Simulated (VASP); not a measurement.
# Mg4HO8 (a cell with a defect) in VASP: a series of runs

Runs on Mg4HO8 (a cell with a defect). Level: LDA. Tasks: single point.

All numbers are computed with VASP 6.6.1; they aren't measurements. Logs are shortened: lines on timing, memory, paths and dates and some standing lists are left out, and cuts for length are marked.

**1. The cell of the first run**

The cell holds a defect, 13 atoms: a = 4.968 Å, b = 4.968 Å, c = 4.968 Å, α = 77.69°, β = 77.69°, γ = 77.69°.

**2. Single point, LDA**

Input file INCAR:

```
PREC = Accurate ; ENCUT = 520
EDIFF = 1E-6 ; ISMEAR = 0
SIGMA = 0.05 ; LREAL = F
LASPH = T ; NELM = 100
ALGO = Normal ; ISIF = 2
LWAVE = F ; LCHARG = F
NELECT = 56.0 ; NBANDS = 40
```

Input file KPOINTS:

```
regular mesh
0
Gamma
  6 6 6
```

Input file POSCAR:

```
Mg4HO8
1.0
   -3.1159510607     -1.7989951837      3.4255732540
    3.1159510607     -1.7989951837      3.4255732540
    0.0000000000      3.5979903674      3.4255732540
Mg O H
4 8 1
Direct
    0.0000000000      0.0000000000      0.0000000000
    0.5000000000      0.5000000000      0.0000000000
    0.5000000000      0.0000000000      0.5000000000
    0.0000000000      0.5000000000      0.5000000000
    0.4294242759      0.4294242759      0.4294242759
    0.9294242759      0.9294242759      0.4294242759
    0.9294242759      0.4294242759      0.9294242759
    0.4294242759      0.9294242759      0.9294242759
    0.5705757241      0.5705757241      0.5705757241
    0.0705757241      0.0705757241      0.5705757241
    0.0705757241      0.5705757241      0.0705757241
    0.5705757241      0.0705757241      0.0705757241
    1.2083540658      1.3750207325     -0.0833126009
```

Potentials or basis: VASP PAW LDA potentials, release 64 (Mg, O, H).

On the command line:

```console
$ cat potpaw_LDA.64/Mg/POTCAR potpaw_LDA.64/O/POTCAR potpaw_LDA.64/H/POTCAR > POTCAR
$ mpirun -np 1 vasp_std > vasp.out
```

OUTCAR:

```text
PREC = Accurate
   ENCUT = 520
   EDIFF = 1E-6
   ISMEAR = 0
   LREAL = F
   LASPH = T
   NELM = 100
   ISIF = 2
   NELECT = 56.0

 ion  position               nearest neighbor table
   1  0.000  0.000  0.000-   7 2.05   8 2.05  11 2.05  12 2.05   6 2.05  10 2.05  13 2.24   2 3.12
                             2 3.12   3 3.12   4 3.12   4 3.12   3 3.12
   2  0.500  0.500  0.000-  13 1.85   8 2.05  11 2.05  12 2.05   7 2.05   9 2.05   5 2.05   1 3.12
                             1 3.12   3 3.12   3 3.12   4 3.12   4 3.12
   3  0.500  0.000  0.500-   5 2.05   6 2.05   9 2.05  10 2.05   8 2.05  12 2.05   4 3.12   4 3.12
                             2 3.12   1 3.12   1 3.12   2 3.12
   4  0.000  0.500  0.500-   5 2.05   6 2.05   9 2.05  10 2.05   7 2.05  11 2.05   3 3.12   3 3.12
                             1 3.12   1 3.12   2 3.12   2 3.12
   5  0.429  0.429  0.429-   9 1.45   4 2.05   3 2.05   2 2.05
   6  0.929  0.929  0.429-  10 1.45   4 2.05   3 2.05   1 2.05
   7  0.929  0.429  0.929-  13 1.34  11 1.45   1 2.05   2 2.05   4 2.05
   8  0.429  0.929  0.929-  12 1.45   2 2.05   1 2.05   3 2.05
   9  0.571  0.571  0.571-   5 1.45   4 2.05   3 2.05   2 2.05
  10  0.071  0.071  0.571-   6 1.45   4 2.05   3 2.05   1 2.05
  11  0.071  0.571  0.071-  13 1.34   7 1.45   1 2.05   2 2.05   4 2.05
  12  0.571  0.071  0.071-   8 1.45   2 2.05   1 2.05   3 2.05
  13  0.208  0.375  0.917-  11 1.34   7 1.34   2 1.85   1 2.24

  LATTYP: Found a trigonal (rhomboedric) cell.
 ALAT       =     4.9679056757
 COS(alpha) =     0.2131996058

  Lattice vectors:

 A1 = (  -3.1159510607,  -1.7989951837,   3.4255732540)
 A2 = (   3.1159510607,  -1.7989951837,   3.4255732540)
 A3 = (   0.0000000000,   3.5979903674,   3.4255732540)

Analysis of symmetry for initial positions (statically):
=====================================================================
 Subroutine PRICEL returns:
 Original cell was already a primitive cell.

 Routine SETGRP: Setting up the symmetry group for a
 trigonal (rhombohedral) supercell.

 Subroutine GETGRP returns: Found  1 space group operations
 (whereof  1 operations were pure point group operations)
 out of a pool of 12 trial point group operations.

The static configuration has the point symmetry C_1 .

Analysis of symmetry for dynamics (positions and initial velocities):
=====================================================================
 Subroutine PRICEL returns:
 Original cell was already a primitive cell.

 Routine SETGRP: Setting up the symmetry group for a
 trigonal (rhombohedral) supercell.

 Subroutine GETGRP returns: Found  1 space group operations
 (whereof  1 operations were pure point group operations)
 out of a pool of 12 trial point group operations.

The dynamic configuration has the point symmetry C_1 .

 Subroutine INISYM returns: Found  1 space group operations
 (whereof  1 operations are pure point group operations),
 and found     1 'primitive' translations

----------------------------------------------------------------------------------------

                                     Primitive cell

  volume of cell :     115.2140

  direct lattice vectors                    reciprocal lattice vectors
    -3.115951061 -1.798995184  3.425573254    -0.160464651 -0.092644310  0.097307314
     3.115951061 -1.798995184  3.425573254     0.160464651 -0.092644310  0.097307314
     0.000000000  3.597990367  3.425573254     0.000000000  0.185288619  0.097307314

  length of vectors
     4.967905676  4.967905676  4.967905676     0.209285895  0.209285895  0.209285895

  position of ions in fractional coordinates (direct lattice)
     0.000000000  0.000000000  0.000000000
     0.500000000  0.500000000  0.000000000
     0.500000000  1.000000000  0.500000000
     1.000000000  0.500000000  0.500000000
     0.429424276  0.429424276  0.429424276
     0.929424276  0.929424276  0.429424276
     0.929424276  0.429424276  0.929424276
     0.429424276  0.929424276  0.929424276
     0.570575724  0.570575724  0.570575724
     0.070575724  0.070575724  0.570575724
     0.070575724  0.570575724  0.070575724
     0.570575724  0.070575724  0.070575724
     0.208354066  0.375020732  0.916687399

  ion indices of the primitive-cell ions
   primitive index   ion index
                 1           1
                 2           2
                 3           3
                 4           4
                 5           5
                 6           6
                 7           7
                 8           8
                 9           9
                10          10
                11          11
                12          12
                13          13

----------------------------------------------------------------------------------------

 KPOINTS: regular mesh

Automatic generation of k-mesh.
 Grid dimensions read from file:
 generate k-points for:    6    6    6

 Generating k-lattice:

  Cartesian coordinates                     Fractional coordinates (reciprocal lattice)
    -0.026744109 -0.015440718  0.016217886     0.166666667 -0.000000000  0.000000000
     0.026744109 -0.015440718  0.016217886    -0.000000000  0.166666667  0.000000000
     0.000000000  0.030881437  0.016217886     0.000000000  0.000000000  0.166666667

  Length of vectors
     0.034880982  0.034880982  0.034880982

  Shift w.r.t. Gamma in fractional coordinates (k-lattice)
     0.000000000  0.000000000  0.000000000

 Subroutine IBZKPT returns following result:
 ===========================================

 Found    112 irreducible k-points:

 Following reciprocal coordinates:
            Coordinates               Weight
  0.000000  0.000000  0.000000      1.000000
  0.166667 -0.000000  0.000000      2.000000
 -0.000000  0.166667  0.000000      2.000000
  0.000000  0.000000  0.166667      2.000000
  0.333333 -0.000000 -0.000000      2.000000
 -0.000000  0.333333 -0.000000      2.000000
[... 16 lines left out ...]
 -0.166667  0.500000  0.000000      2.000000
  0.166667 -0.000000  0.500000      2.000000
 [... further k-points ...]
   k-points           NKPTS =    112   k-points in BZ     NKDIM =    112   number of bands    NBANDS=     40
   number of dos      NEDOS =    301   number of ions     NIONS =     13
   total plane-waves  NPLWV =  64000
   dimension x,y,z NGX =    40 NGY =   40 NGZ =   40
   dimension x,y,z NGXF=    80 NGYF=   80 NGZF=   80
   ions per type =               4   8   1
   NGX,Y,Z   is equivalent  to a cutoff of  13.39, 13.39, 13.39 a.u.
   NGXF,Y,Z  is equivalent  to a cutoff of  26.77, 26.77, 26.77 a.u.
 SYSTEM =  unknown system
   PREC   = accura    normal or accurate (medium, high low for compatibility)
   ISTART =      0    job   : 0-new  1-cont  2-samecut
   ICHARG =      2    charge: 1-file 2-atom 10-const
   ISPIN  =      1    spin polarized calculation?
   LNONCOLLINEAR =      F non collinear calculations
   LSORBIT =      F    spin-orbit coupling
   LASPH  =      T    aspherical Exc in radial PAW
   ENCUT  =  520.0 eV  38.22 Ry    6.18 a.u.   9.24  9.24  9.24*2*pi/ulx,y,z
   NELM   =    100;   NELMIN=  2; NELMDL= -5     # of ELM steps
   EDIFF  = 0.1E-05   stopping-criterion for ELM
   LREAL  =      F    real-space projection
   EDIFFG = 0.1E-04   stopping-criterion for IOM
   NSW    =      0    number of steps for IOM
   IBRION =     -1    ionic relax: 0-MD 1-quasi-New 2-CG
   NFREE  =      0    steps in history (QN), initial steepest desc. (CG)
   ISIF   =      2    stress and relaxation
   ISYM   =      2    0-nonsym 1-usesym 2-fastsym
   POTIM  = 0.5000    time-step for ionic-motion
   TEBEG  =    0.0;   TEEND  =   0.0 temperature during run
   PSTRESS=    0.0 pullay stress
   NELECT =      56.0000    total number of electrons
   NUPDOWN=      -1.0000    fix difference up-down
   EMIN   =  10.00;   EMAX   =-10.00  energy-range for DOS
   EFERMI =   0.00;   METHOD = LEGACY
   ISMEAR =     0;   SIGMA  =   0.05  broadening in eV -4-tet -1-fermi 0-gaus
   EFERMI_NEDOS =   21; number of points for ismear=-14 and -15
   IALGO  =     38    algorithm
   IMIX   =      4    mixing-type and parameters
     AMIX     =   0.40;   BMIX     =  1.00
     AMIX_MAG =   1.60;   BMIX_MAG =  1.00
  volume/ion in A,a.u.               =       8.86        59.81
  Fermi-wavevector in a.u.,A,eV,Ry     =   1.287170  2.432398 22.542210  1.656806
  Thomas-Fermi vector in A             =   2.419200
   LORBIT       =      0    0 simple, 1 ext, 2 COOP (PROOUT), +10 PAW based schemes
   GGA     = CA    functional components
   LHFCALC =     F    Hartree Fock is set to
   AEXX    =    0.0000 exact exchange contribution
   IVDW    =     0    specifies the selected vdW correction
   LEPSILON=     F    determine dielectric tensor
   LRPA    =     F    only Hartree local field effects (RPA)
 non-spin polarized calculation
 Gauss-broadening in eV      SIGMA  =   0.05
  energy-cutoff  :      520.00
  volume of cell :      115.21
 maximum number of plane-waves:      3126
 NGX is ok and might be reduce to    40
   NGX = 19   NGY = 19   NGZ = 19

 number of electron      55.9999981 magnetization

 Free energy of the ion-electron system (eV)
  ---------------------------------------------------
  ext. energy  EPLUGINS =         0.00000000
  ---------------------------------------------------
  free energy    TOTEN  =       -79.13409996 eV

  energy without entropy =      -79.13409996  energy(sigma->0) =      -79.13409996

 E-fermi :   3.6677     XC(G=0): -11.1964

 val. band max:        3.3956598456   @ k =   0.5000   0.5000   0.5000
 cond. band min:       4.8342801072   @ k =   0.3333   0.3333   0.3333
 fundamental gap:      1.4386202615
 Fermi energy:         3.6676816116

 k-point     1 :       0.0000    0.0000    0.0000
  band No.  band energies     occupation
      1     -20.5952      2.00000
      2     -18.1064      2.00000
      3     -17.6641      2.00000
      4     -17.4146      2.00000
      5     -13.2879      2.00000
      6     -11.6001      2.00000
[... 32 lines left out ...]
     39      14.8566      0.00000
[... 988 lines left out ...]
     39      13.9057      0.00000
     40      14.2055      0.00000

 [... further k-points ...]
[... 5 lines left out ...]
  --------------------------------------------------------------------------------------
  -------------------------------------------------------------------------------------
  Total      -11.2053178     -8.0044086      0.9583215     -1.1992535     -1.3943689     -1.2707405
  in kB     -155.8223040   -111.3101317     13.3265178    -16.6769424    -19.3902373    -17.6710485
  external PRESSURE =     -84.6019726 kB  Pullay stress =       0.0000000 kB

 VOLUME and BASIS-vectors are now :
 -----------------------------------------------------------------------------
  energy-cutoff  :      520.00
  volume of cell :      115.21
      direct lattice vectors                 reciprocal lattice vectors
    -3.115951061 -1.798995184  3.425573254    -0.160464651 -0.092644310  0.097307314
     3.115951061 -1.798995184  3.425573254     0.160464651 -0.092644310  0.097307314
     0.000000000  3.597990367  3.425573254     0.000000000  0.185288619  0.097307314

 POSITION                                       TOTAL-FORCE (eV/Angst)
 -----------------------------------------------------------------------------------
      0.00000      0.00000      0.00000        -0.082899      0.401329     -0.478433
      0.00000     -1.79900      3.42557        -0.526658     -0.468634      1.946371
     -1.55798      0.89950      3.42557        -0.103409     -0.047040     -0.034481
      1.55798      0.89950      3.42557         0.247724     -0.158917     -0.248413
      0.00000      0.00000      4.41307         0.064111      0.181761     -0.432885
      0.00000     -1.79900      7.83865         0.009464     -0.006226     -0.279035
     -1.55798      0.89950      7.83865        -1.170785     -0.548457     -1.917177
      1.55798      0.89950      7.83865         0.323752     -0.054005     -0.499291
      0.00000      0.00000      5.86365         0.052456      0.251354      0.348400
      0.00000      1.79900      2.43807         0.012489     -0.004328      0.315705
      1.55798     -0.89950      2.43807        -1.298090     -0.527586      1.763135
     -1.55798     -0.89950      2.43807         0.400041     -0.098009      0.416580
      0.51933      2.24874      5.13857         2.071805      1.078756     -0.900474
 -----------------------------------------------------------------------------------
    total drift:                               -0.000051     -0.000013     -0.000442

  FREE ENERGIE OF THE ION-ELECTRON SYSTEM (eV)
  ---------------------------------------------------
  free  energy   TOTEN  =       -79.1340999642 eV

  energy  without entropy=      -79.1340999642  energy(sigma->0) =      -79.13409996
```

Wall time 7.2 min (1 thread of Intel Xeon Platinum 8375C at 2.90GHz (Ice Lake), shared host); peak memory 0.48 GiB.

Results:

```
Free energy   : -79.1341 eV
Largest force : 2.503 eV/Å
```

Forces on the atoms (eV/Å):
```
Mg  -0.083  0.401 -0.478
Mg  -0.527 -0.469  1.946
Mg  -0.103 -0.047 -0.034
Mg   0.248 -0.159 -0.248
O    0.064  0.182 -0.433
O    0.009 -0.006 -0.279
O   -1.171 -0.548 -1.917
O    0.324 -0.054 -0.499
O    0.052  0.251  0.348
O    0.012 -0.004  0.316
O   -1.298 -0.528  1.763
O    0.400 -0.098  0.417
H    2.072  1.079 -0.900
```

Caveat: the cell carries a net charge on a neutralising background, which shifts energy and pressure; the cell is charged against a uniform background, so pressure and absolute levels hang on convention.

[end of part 1 of 2]
